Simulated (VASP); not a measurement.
A run of VASP 6.6.1:

File INCAR:

```
PREC = Accurate ; ENCUT = 520
EDIFF = 1E-7 ; ISMEAR = -1
SIGMA = 0.05 ; LREAL = F
LASPH = T ; NELM = 60
ALGO = Normal ; ISIF = 2
LWAVE = F ; LCHARG = T
GGA = PS ; LELF = T
LVHAR = T ; NBANDS = 30
```

File KPOINTS:

```
Automatic mesh
0
Gamma
  4 4 4
```

File POSCAR:

```
In3As
1.0
    4.6716810000      0.0000000000      0.0000000000
    0.0000000000      4.6716810000      0.0000000000
    0.0000000000      0.0000000000      4.6716810000
In As
3 1
Direct
    0.5000000000      0.5000000000      0.0000000000
    0.5000000000      0.0000000000      0.5000000000
    0.0000000000      0.5000000000      0.5000000000
    0.0000000000      0.0000000000      0.0000000000
```

Potentials or basis: VASP PAW PBE potentials, release 64 (In_d, As).

The run is started by

```bash
$ cat potpaw_PBE.64/In_d/POTCAR potpaw_PBE.64/As/POTCAR > POTCAR
$ mpirun -np 1 vasp_std > vasp.out
```

Hardware: 1 thread of AMD EPYC 7R13 (shared host).

Question: How long does it take, and how much memory?

Answer: It took 38 s on 1 thread of AMD EPYC 7R13, with other jobs on the host, peak memory 0.17 GiB. Counts: scf iterations 13, k points 10.
